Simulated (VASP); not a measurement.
Set up this calculation in VASP 6.6.1, as the native input.

```
Task                   : relaxation of shape and atoms at fixed volume
Functional             : RPBE
Potentials or basis    : VASP PAW PBE potentials, release 64 (Si, S)
Cutoff                 : 500 eV
k mesh                 : 6 × 6 × 6
Occupations            : gaussian, width 0.05 eV
Spin                   : no spin polarisation
Dipole correction      : no
Further INCAR settings : ALGO = Normal; EDIFF = 1e-07; IBRION = 2; EDIFFG = -0.04; NSW = 60; ISIF = 4
```

The structure of SiS2 lies in POSCAR:

```
SiS2
1.0
   -3.3337996045      5.9907882191      2.8762394988
    3.3337996045     -5.9907882191      2.8762394988
    3.3337996045      5.9907882191     -2.8762394988
Si S
2 4
Direct
    0.7500000000      0.7500000000      0.0000000000
    0.2500000000      0.2500000000      0.0000000000
    0.9011096524      0.8220576937      0.7231673460
    0.0988903476      0.1779423063      0.2768326540
    0.4011096524      0.6779423063      0.0790519587
    0.5988903476      0.3220576937      0.9209480413
```

These files were run (other wordings do the same):

INCAR

```
ALGO = Normal
EDIFF = 1E-7
EDIFFG = -0.04
ENCUT = 500
GGA = RP
GGA_COMPAT = F
IBRION = 2
ISIF = 4
ISMEAR = 0
LASPH = T
LCHARG = F
LREAL = F
LWAVE = F
NELM = 120
NELMIN = 4
NSW = 60
PREC = Accurate
SIGMA = 0.05
```

KPOINTS

```
k-points
0
Gamma
  6 6 6
```

Potentials or basis: VASP PAW PBE potentials, release 64 (Si, S).

Command:

```bash
$ cat potpaw_PBE.64/Si/POTCAR potpaw_PBE.64/S/POTCAR > POTCAR
$ mpirun -np 1 vasp_std > vasp.out
```

It gave:

```
Energy gained by relaxing    : 26.2 meV/atom
Ionic steps                  : 4
Pressure after relaxing      : 0.0 GPa
Largest force after relaxing : 0.016 eV/Å
Band gap on the k mesh       : 3.26 eV (least direct gap 3.63 eV)
```

Caveat: the PAW data sets were made with another functional, which shifts forces and pressure a little.

It took 7.9 min on 1 thread of AMD EPYC 9R45 96-Core Processor (Zen 5) (shared host), peak memory 0.48 GiB.
